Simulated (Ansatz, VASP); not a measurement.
## Two plane-wave programs on Sn

The input POSCAR:

```
Sn
1.0
   -1.8662302500      1.8662302500      1.9527944549
    1.8662302500     -1.8662302500      1.9527944549
    1.8662302500      1.8662302500     -1.9527944549
Sn
1
Direct
    0.0000000000      0.0000000000      0.0000000000
```

The input INCAR.step1:

```
PREC = Accurate ; ENCUT = 520
ISMEAR = -1 ; SIGMA = 0.1
LREAL = False ; LASPH = True
NELM = 80 ; NBANDS = 13
GGA = PE ; ALGO = Normal
EDIFF = 1E-4 ; LWAVE = True
LCHARG = False
```

Contents of INCAR.step2:

```
PREC = Accurate ; ENCUT = 520
EDIFF = 1E-6 ; ISMEAR = -1
SIGMA = 0.1 ; LREAL = False
LASPH = True ; NELM = 80
ALGO = Normal ; ISIF = 2
LWAVE = False ; LCHARG = False
METAGGA = R2SCAN ; LMIXTAU = True
NBANDS = 13 ; ISTART = 1
```

File KPOINTS:

```
Automatic mesh
0
Gamma
  13 13 13
```

Input for Ansatz:

```yaml
crystal:
  lattice:
    - [-1.8662302499999999, 1.8662302499999999, 1.9527944548944831]
    - [1.8662302499999999, -1.8662302499999999, 1.9527944548944831]
    - [1.8662302499999999, 1.8662302499999999, -1.9527944548944831]
  atoms:
    - { symbol: Sn, position: [0.0, 0.0, 0.0] }
basis:
  ecutwfc: 520.0
kpoints:
  mp_grid:
    grid: [13, 13, 13]
hamiltonian:
  xc: r2scan
  pseudopotentials:
    kind: paw
scf:
  occupations:
    method: fermi_dirac
output:
  stress: true
```

Alike in both runs: task single point; functional r2SCAN; k mesh 13 × 13 × 13; no spin polarisation.

|  | VASP | Ansatz |
| --- | --- | --- |
| version | VASP 6.6.1 | Ansatz 0.2.0 |
| potentials or method | VASP PAW PBE potentials, release 64 (Sn_d), cutoff 520 eV | plane waves, PAW |
| occupations | fermi-dirac, width 0.1 eV | fermi-dirac |
| valence electrons in the cell | 14 | 14 |

```tsv
	VASP	Ansatz	Ansatz less VASP
pressure (GPa)	-0.4	-0.4	0.00
traceless stress, the component that is largest in VASP (GPa)	0.83	0.83	+0.004
```

VASP's potentials were made for PBE, not for r2SCAN.
